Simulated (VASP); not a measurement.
Here is a VASP 6.6.1 calculation.

Contents of POSCAR:

```
BN
1.0
    0.0000000000      1.7707142487      1.7707142487
    1.7707142487      0.0000000000      1.7707142487
    1.7707142487      1.7707142487      0.0000000000
B N
1 1
Direct
    0.0000000000      0.0000000000      0.0000000000
    0.2500000000      0.2500000000      0.2500000000
```

Contents of INCAR.step1:

```
SYSTEM = BN
ALGO = Normal
EDIFF = 1E-5
ENCUT = 520
GGA = PE
ISIF = 2
ISMEAR = 0
LASPH = .True.
LREAL = .False.
LWAVE = .True.
NBANDS = 11
NELM = 60
PREC = Accurate
SIGMA = 0.01
```

INCAR.step2

```
SYSTEM = BN
ALGO = Normal
EDIFF = 1E-7
ENCUT = 520
GGA = PE
HFSCREEN = 0.2079
ISIF = 2
ISMEAR = 0
ISTART = 1
LASPH = .True.
LCHARG = .True.
LELF = .True.
LHFCALC = .True.
LREAL = .False.
LVHAR = .True.
LWAVE = .False.
NBANDS = 11
NELM = 60
PREC = Accurate
PRECFOCK = Normal
SIGMA = 0.01
```

The input KPOINTS:

```
k-points
0
Gamma
  8 8 8
  0 0 0
```

Potentials or basis: VASP PAW PBE potentials, release 64 (B, N).

Command:

```console
$ cat potpaw_PBE.64/B/POTCAR potpaw_PBE.64/N/POTCAR > POTCAR
$ cp INCAR.step1 INCAR
$ mpirun -np 1 vasp_std > vasp.out
$ cp INCAR.step2 INCAR
$ mpirun -np 1 vasp_std > vasp.out
```

Q: What does it give for the pressure?

A: 20.9 GPa.

Q: Estimate the band gap on the k mesh.

A: 5.85 eV, indirect (least direct gap 10.87 eV).

Caveat: the cell differs from its parent crystal (strain -1.9%); the PAW data sets were made with another functional, which shifts forces and pressure a little. A k mesh can miss the band edges.
